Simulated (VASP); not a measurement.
# In (Fd-3m) in VASP: notebook

In is run at these levels: PBEsol; tasks: single point.

Everything below comes from runs of VASP 6.6.1. Logs are shortened: lines on timing, memory, paths and dates and some standing lists are left out, and cuts for length are marked.

**1. The cell of the first run**

It takes space group Fd-3m (No. 227, cubic). Conventional cell: a = 5.032 Å, b = 5.032 Å, c = 5.032 Å, α = 90.00°, β = 90.00°, γ = 90.00°. Within 2.9 Å of In (site symmetry -43m) lie 4 In at 2.18 Å.

This isn't the form of In at room conditions, which is tetragonal.

**2. Single point, PBEsol (15.92 Å³/atom)**

INCAR

```
SYSTEM = In
ALGO = Normal
EDIFF = 1E-6
ENCUT = 520
GGA = PS
ISIF = 2
ISMEAR = -1
LASPH = .TRUE.
LCHARG = .TRUE.
LELF = .TRUE.
LREAL = .FALSE.
LVHAR = .TRUE.
LWAVE = .FALSE.
NBANDS = 20
NELM = 60
PREC = Accurate
SIGMA = 0.08
```

KPOINTS

```
k-points
0
G
  10 10 10
  0 0 0
```

POSCAR

```
In
1.0
    0.0000000000      2.5158201898      2.5158201898
    2.5158201898      0.0000000000      2.5158201898
    2.5158201898      2.5158201898      0.0000000000
In
2
Direct
   -0.1250000000     -0.1250000000     -0.1250000000
    0.1250000000      0.1250000000      0.1250000000
```

Potentials or basis: VASP PAW PBE potentials, release 64 (In_d).

Launch:

```sh
$ cat potpaw_PBE.64/In_d/POTCAR > POTCAR
$ mpirun -np 1 vasp_std > vasp.out
```

OUTCAR:

```text
SYSTEM = In
   EDIFF = 1E-6
   ENCUT = 520
   GGA = PS
   ISIF = 2
   ISMEAR = -1
   LASPH = .TRUE.
   LREAL = .FALSE.
   NELM = 60
   PREC = Accurate

 ion  position               nearest neighbor table
   1  0.875  0.875  0.875-   2 2.18   2 2.18   2 2.18   2 2.18
   2  0.125  0.125  0.125-   1 2.18   1 2.18   1 2.18   1 2.18

  LATTYP: Found a face centered cubic cell.
 ALAT       =     5.0316403796

  Lattice vectors:

 A1 = (   0.0000000000,   2.5158201898,   2.5158201898)
 A2 = (   2.5158201898,   0.0000000000,   2.5158201898)
 A3 = (   2.5158201898,   2.5158201898,   0.0000000000)

Analysis of symmetry for initial positions (statically):
=====================================================================
 Subroutine PRICEL returns:
 Original cell was already a primitive cell.

 Routine SETGRP: Setting up the symmetry group for a
 face centered cubic supercell.

 Subroutine GETGRP returns: Found 48 space group operations
 (whereof 12 operations were pure point group operations)
 out of a pool of 48 trial point group operations.

The static configuration has the point symmetry D_3d.
 The point group associated with its full space group is O_h .

Analysis of symmetry for dynamics (positions and initial velocities):
=====================================================================
 Subroutine PRICEL returns:
 Original cell was already a primitive cell.

 Routine SETGRP: Setting up the symmetry group for a
 face centered cubic supercell.

 Subroutine GETGRP returns: Found 48 space group operations
 (whereof 12 operations were pure point group operations)
 out of a pool of 48 trial point group operations.

The dynamic configuration has the point symmetry D_3d.
 The point group associated with its full space group is O_h .

 Subroutine INISYM returns: Found 48 space group operations
 (whereof 12 operations are pure point group operations),
 and found     1 'primitive' translations

----------------------------------------------------------------------------------------

                                     Primitive cell

  volume of cell :      31.8470

  direct lattice vectors                    reciprocal lattice vectors
     0.000000000  2.515820190  2.515820190    -0.198742343  0.198742343  0.198742343
     2.515820190  0.000000000  2.515820190     0.198742343 -0.198742343  0.198742343
     2.515820190  2.515820190  0.000000000     0.198742343  0.198742343 -0.198742343

  length of vectors
     3.557907033  3.557907033  3.557907033     0.344231836  0.344231836  0.344231836

  position of ions in fractional coordinates (direct lattice)
     0.875000000  0.875000000  0.875000000
     0.125000000  0.125000000  0.125000000

  ion indices of the primitive-cell ions
   primitive index   ion index
                 1           1
                 2           2

----------------------------------------------------------------------------------------

 KPOINTS: k-points

Automatic generation of k-mesh.
 Grid dimensions read from file:
 generate k-points for:   10   10   10

 Generating k-lattice:

  Cartesian coordinates                     Fractional coordinates (reciprocal lattice)
    -0.019874234  0.019874234  0.019874234     0.100000000  0.000000000  0.000000000
     0.019874234 -0.019874234  0.019874234     0.000000000  0.100000000  0.000000000
     0.019874234  0.019874234 -0.019874234     0.000000000  0.000000000  0.100000000

  Length of vectors
     0.034423184  0.034423184  0.034423184

  Shift w.r.t. Gamma in fractional coordinates (k-lattice)
     0.000000000  0.000000000  0.000000000

 Subroutine IBZKPT returns following result:
 ===========================================

 Found     47 irreducible k-points:

 Following reciprocal coordinates:
            Coordinates               Weight
  0.000000  0.000000  0.000000      1.000000
  0.100000  0.000000  0.000000      8.000000
  0.200000  0.000000  0.000000      8.000000
  0.300000  0.000000  0.000000      8.000000
  0.400000  0.000000  0.000000      8.000000
  0.500000  0.000000  0.000000      4.000000
[... 16 lines left out ...]
  0.300000  0.300000  0.000000      6.000000
  0.400000  0.300000  0.000000     24.000000
 [... further k-points ...]
   k-points           NKPTS =     47   k-points in BZ     NKDIM =     47   number of bands    NBANDS=     20
   number of dos      NEDOS =    301   number of ions     NIONS =      2
   total plane-waves  NPLWV =  21952
   dimension x,y,z NGX =    28 NGY =   28 NGZ =   28
   dimension x,y,z NGXF=    56 NGYF=   56 NGZF=   56
   ions per type =               2
   NGX,Y,Z   is equivalent  to a cutoff of  13.08, 13.08, 13.08 a.u.
   NGXF,Y,Z  is equivalent  to a cutoff of  26.17, 26.17, 26.17 a.u.
 SYSTEM =  In
   PREC   = accura    normal or accurate (medium, high low for compatibility)
   ISTART =      0    job   : 0-new  1-cont  2-samecut
   ICHARG =      2    charge: 1-file 2-atom 10-const
   ISPIN  =      1    spin polarized calculation?
   LNONCOLLINEAR =      F non collinear calculations
   LSORBIT =      F    spin-orbit coupling
   LASPH  =      T    aspherical Exc in radial PAW
   ENCUT  =  520.0 eV  38.22 Ry    6.18 a.u.   6.62  6.62  6.62*2*pi/ulx,y,z
   NELM   =     60;   NELMIN=  2; NELMDL= -5     # of ELM steps
   EDIFF  = 0.1E-05   stopping-criterion for ELM
   LREAL  =      F    real-space projection
   EDIFFG = 0.1E-04   stopping-criterion for IOM
   NSW    =      0    number of steps for IOM
   IBRION =     -1    ionic relax: 0-MD 1-quasi-New 2-CG
   NFREE  =      0    steps in history (QN), initial steepest desc. (CG)
   ISIF   =      2    stress and relaxation
   ISYM   =      2    0-nonsym 1-usesym 2-fastsym
   POTIM  = 0.5000    time-step for ionic-motion
   TEBEG  =    0.0;   TEEND  =   0.0 temperature during run
   PSTRESS=    0.0 pullay stress
   NELECT =      26.0000    total number of electrons
   NUPDOWN=      -1.0000    fix difference up-down
   EMIN   =  10.00;   EMAX   =-10.00  energy-range for DOS
   EFERMI =   0.00;   METHOD = LEGACY
   ISMEAR =    -1;   SIGMA  =   0.08  broadening in eV -4-tet -1-fermi 0-gaus
   EFERMI_NEDOS =   21; number of points for ismear=-14 and -15
   IALGO  =     38    algorithm
   IMIX   =      4    mixing-type and parameters
     AMIX     =   0.40;   BMIX     =  1.00
     AMIX_MAG =   1.60;   BMIX_MAG =  1.00
  volume/ion in A,a.u.               =      15.92       107.46
  Fermi-wavevector in a.u.,A,eV,Ry     =   1.530064  2.891402 31.852555  2.341097
  Thomas-Fermi vector in A             =   2.637599
   LORBIT       =      0    0 simple, 1 ext, 2 COOP (PROOUT), +10 PAW based schemes
   GGA     = PS    functional components
   LHFCALC =     F    Hartree Fock is set to
   AEXX    =    0.0000 exact exchange contribution
   IVDW    =     0    specifies the selected vdW correction
   LEPSILON=     F    determine dielectric tensor
   LRPA    =     F    only Hartree local field effects (RPA)
 non-spin polarized calculation
  energy-cutoff  :      520.00
  volume of cell :       31.85
 maximum number of plane-waves:       889
   NGX = 13   NGY = 13   NGZ = 13

 number of electron      25.9999987 magnetization

 Free energy of the ion-electron system (eV)
  ---------------------------------------------------
  ext. energy  EPLUGINS =         0.00000000
  ---------------------------------------------------
  free energy    TOTEN  =         4.01062311 eV

  energy without entropy =        4.02593159  energy(sigma->0) =        4.01827735

 E-fermi :  14.3365     XC(G=0): -12.7630

 val. band max:       14.3106967721   @ k =  -0.4000   0.3000   0.0000
 cond. band min:      14.3596030849   @ k =  -0.3000   0.3000   0.1000
 fundamental gap:      0.0489063128
 Fermi energy:        14.3365379377

 k-point     1 :       0.0000    0.0000    0.0000
  band No.  band energies     occupation
      1      -3.5682      2.00000
      2      -3.5682      2.00000
      3      -3.5682      2.00000
      4      -3.4895      2.00000
      5      -3.4895      2.00000
      6      -1.1199      2.00000
[... 12 lines left out ...]
     19      23.4278      0.00000
     20      25.1564      0.00000

 k-point     2 :       0.1000    0.0000    0.0000
  band No.  band energies     occupation
      1      -3.7025      2.00000
      2      -3.7025      2.00000
      3      -3.5631      2.00000
      4      -3.3211      2.00000
      5      -3.3211      2.00000
      6      -1.1911      2.00000
[... 12 lines left out ...]
     19      24.4836      0.00000
     20      24.8343      0.00000

 k-point     3 :       0.2000    0.0000    0.0000
  band No.  band energies     occupation
      1      -3.8023      2.00000
      2      -3.8023      2.00000
      3      -3.5529      2.00000
      4      -3.1456      2.00000
      5      -3.1456      2.00000
      6      -1.3570      2.00000
[... 12 lines left out ...]
     19      24.9260      0.00000
     20      24.9260      0.00000

 k-point     4 :       0.3000    0.0000    0.0000
  band No.  band energies     occupation
      1      -3.8292      2.00000
      2      -3.8292      2.00000
      3      -3.5456      2.00000
      4      -3.0593      2.00000
      5      -3.0593      2.00000
      6      -1.5425      2.00000
[... 12 lines left out ...]
     19      26.3226      0.00000
     20      26.3226      0.00000

 k-point     5 :       0.4000    0.0000    0.0000
  band No.  band energies     occupation
      1      -3.8064      2.00000
      2      -3.8064      2.00000
      3      -3.5423      2.00000
      4      -3.0662      2.00000
      5      -3.0662      2.00000
      6      -1.6851      2.00000
[... 12 lines left out ...]
     19      27.8687      0.00000
     20      27.8687      0.00000

 k-point     6 :       0.5000    0.0000    0.0000
  band No.  band energies     occupation
      1      -3.7867      2.00000
      2      -3.7867      2.00000
      3      -3.5414      2.00000
      4      -3.0871      2.00000
      5      -3.0871      2.00000
      6      -1.7384      2.00000
[... 12 lines left out ...]
     19      28.6741      0.00000
     20      28.6741      0.00000

 k-point     7 :       0.1000    0.1000    0.0000
  band No.  band energies     occupation
      1      -3.7939      2.00000
      2      -3.5950      2.00000
      3      -3.5950      2.00000
      4      -3.4151      2.00000
      5      -3.1779      2.00000
      6      -1.4044      2.00000
[... 12 lines left out ...]
     19      24.4621      0.00000
     20      25.5140      0.00000
[... 277 lines left out ...]
 k-point    20 :      -0.4000    0.2000    0.0000
  band No.  band energies     occupation
      1      -4.0839      2.00000
      2      -3.9116      2.00000
      3      -3.3395      2.00000
      4      -2.8074      2.00000
      5      -2.6419      2.00000
      6      -2.0085      2.00000
[... 12 lines left out ...]
     19      27.5562      0.00000
     20      27.7809      0.00000

 k-point    21 :      -0.3000    0.2000    0.0000
  band No.  band energies     occupation
      1      -4.0061      2.00000
      2      -3.9750      2.00000
      3      -3.2734      2.00000
      4      -3.0426      2.00000
      5      -2.5842      2.00000
      6      -1.8446      2.00000
[... 12 lines left out ...]
     19      26.2476      0.00000
     20      28.1439      0.00000

 k-point    22 :      -0.2000    0.2000    0.0000
  band No.  band energies     occupation
      1      -3.9871      2.00000
      2      -3.8696      2.00000
      3      -3.3957      2.00000
      4      -3.1368      2.00000
      5      -2.7009      2.00000
      6      -1.6938      2.00000
[... 12 lines left out ...]
     19      24.4415      0.00000
     20      27.8298      0.00000

 k-point    23 :       0.3000    0.3000    0.0000
  band No.  band energies     occupation
      1      -3.9670      2.00000
      2      -3.7444      2.00000
      3      -3.7444      2.00000
      4      -2.8575      2.00000
      5      -2.5419      2.00000
      6      -2.3102      2.00000
[... 12 lines left out ...]
     19      29.4046      0.00000
     20      29.4046      0.00000

 k-point    24 :       0.4000    0.3000    0.0000
  band No.  band energies     occupation
      1      -4.0044      2.00000
      2      -3.7870      2.00000
      3      -3.6902      2.00000
      4      -2.7387      2.00000
      5      -2.6658      2.00000
      6      -2.1236      2.00000
[... 12 lines left out ...]
     19      29.7114      0.00000
     20      30.3713      0.00000

 [... further k-points ...]

------------------------ aborting loop because EDIFF is reached ----------------------------------------

  FORCE on cell =-STRESS in cart. coord.  units (eV):
  Direction    XX          YY          ZZ          XY          YZ          ZX
  --------------------------------------------------------------------------------------
  -------------------------------------------------------------------------------------
  Total       32.7199647     32.7199647     32.7199647      0.0000000      0.0000000     -0.0000000
  in kB     1646.0939514   1646.0939514   1646.0939514      0.0000000      0.0000000     -0.0000000
  external PRESSURE =    1646.0939514 kB  Pullay stress =       0.0000000 kB

 VOLUME and BASIS-vectors are now :
 -----------------------------------------------------------------------------
  energy-cutoff  :      520.00
  volume of cell :       31.85
      direct lattice vectors                 reciprocal lattice vectors
     0.000000000  2.515820190  2.515820190    -0.198742343  0.198742343  0.198742343
     2.515820190  0.000000000  2.515820190     0.198742343 -0.198742343  0.198742343
     2.515820190  2.515820190  0.000000000     0.198742343  0.198742343 -0.198742343

 POSITION                                       TOTAL-FORCE (eV/Angst)
 -----------------------------------------------------------------------------------
      4.40269      4.40269      4.40269         0.000000      0.000000      0.000000
      0.62896      0.62896      0.62896        -0.000000     -0.000000     -0.000000
 -----------------------------------------------------------------------------------
    total drift:                                0.000000     -0.000000     -0.000000

  FREE ENERGIE OF THE ION-ELECTRON SYSTEM (eV)
  ---------------------------------------------------
  free  energy   TOTEN  =         4.0106231145 eV

  energy  without entropy=        4.0259315870  energy(sigma->0) =        4.01827735
```

It took 67 s on 1 thread of AMD EPYC 7R13, shared host; peak memory 0.14 GiB.

What came out:

```yaml
Free_energy: 4.0106 eV
Pressure: 164.6 GPa
Band_gap_on_the_k_mesh: zero (bands 13 and 14 overlap by 9.71 eV)
```

Caveat: the cell stands under pressure; the PAW data sets were made with another functional, which shifts forces and pressure a little; spin-orbit coupling is left out, which moves the levels of the heavy elements.

**3. Single point, PBEsol (18.40 Å³/atom)**

This run uses another cell than the first one, of 18.40 Å³/atom.

INCAR

```
  PREC = Accurate
  ENCUT = 520
  EDIFF = 1E-6
  ISMEAR = -1
  SIGMA = 0.08
  LREAL = False
  LASPH = True
  NELM = 100
  ALGO = Normal
  ISIF = 2
  LWAVE = False
  LCHARG = False
  GGA = PS
  NBANDS = 20
```

KPOINTS

```
Automatic mesh
0
Gamma
  10 10 10
```

POSCAR

```
In
1.0
    0.0000000000      2.6400361560      2.6400361560
    2.6400361560      0.0000000000      2.6400361560
    2.6400361560      2.6400361560      0.0000000000
In
2
Direct
   -0.1250000000     -0.1250000000     -0.1250000000
    0.1250000000      0.1250000000      0.1250000000
```

Potentials or basis: VASP PAW PBE potentials, release 64 (In_d).

Launch:

```sh
$ cat potpaw_PBE.64/In_d/POTCAR > POTCAR
$ mpirun -np 1 vasp_std > vasp.out
```

Run time: 64 s. Hardware: 1 thread of AMD EPYC 7R13, shared host; peak memory 0.14 GiB.

The run converged. Its results:

```yaml
Free_energy: 0.1079 eV
Pressure: 94.8 GPa
Band_gap_on_the_k_mesh: zero (bands 13 and 14 overlap by 8.17 eV)
```

Levels at points of the mesh, in eV from the Fermi level:
```
           k point  band 10  band 11  band 12  band 13  band 14  band 15  band 16  band 17
(0.00, 0.00, 0.00)   -14.32   -12.48     5.40     5.40     5.40     6.31     6.31     6.31
(0.50, 0.00, 0.00)   -14.30    -8.14    -6.69     2.21     2.21     6.85     6.97     7.22
(0.50, 0.50, 0.00)   -14.17    -6.17    -6.17    -1.30    -1.30     3.63     3.63    16.54
```

Caveat: the cell stands under pressure; the PAW data sets were made with another functional, which shifts forces and pressure a little; spin-orbit coupling is left out, which moves the levels of the heavy elements.
